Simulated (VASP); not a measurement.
Set up this calculation in VASP 6.6.1, as the native input.

```
Task                   : single point
Functional             : PBEsol
Potentials or basis    : VASP PAW PBE potentials, release 64 (Hf_pv, N)
Cutoff                 : 520 eV
k mesh                 : 18 × 18 × 18
Occupations            : gaussian, width 0.15 eV
Spin                   : no spin polarisation
Dipole correction      : no
Further INCAR settings : ALGO = Normal; EDIFF = 1e-07; NBANDS = 14
```

The structure of HfN lies in POSCAR:

```
HfN
1.0
    0.0000000000      2.2364100000      2.2590000000
    2.2364100000      0.0000000000      2.2590000000
    2.2364100000      2.2364100000      0.0000000000
Hf N
1 1
Direct
    0.0000000000      0.0000000000      0.0000000000
    0.5000000000      0.5000000000      0.5000000000
```

This cell differs from its parent crystal: strain -0.0100 x Voigt [1, 1, 0, 0, 0, 0].

The input as run:

INCAR

```
PREC = Accurate
ENCUT = 520
EDIFF = 1E-7
ISMEAR = 0
SIGMA = 0.15
LREAL = False
LASPH = True
NELM = 60
ALGO = Normal
ISIF = 2
LWAVE = False
LCHARG = False
GGA = PS
NBANDS = 14
```

KPOINTS

```
Automatic mesh
0
Gamma
  18 18 18
```

Potentials or basis: VASP PAW PBE potentials, release 64 (Hf_pv, N).

Run with:

```console
$ cat potpaw_PBE.64/Hf_pv/POTCAR potpaw_PBE.64/N/POTCAR > POTCAR
$ mpirun -np 1 vasp_std > vasp.out
```

It gave:

```
Pressure : 0.6 GPa
```

Caveat: the cell differs from its parent crystal (strain -0.0100 x Voigt [1, 1, 0, 0, 0, 0]); the PAW data sets were made with another functional, which shifts forces and pressure a little.

Run time: 38 s on 1 thread of Intel(R) Xeon(R) 6975P-C (Granite Rapids), with other jobs on the host, peak memory 0.27 GiB.
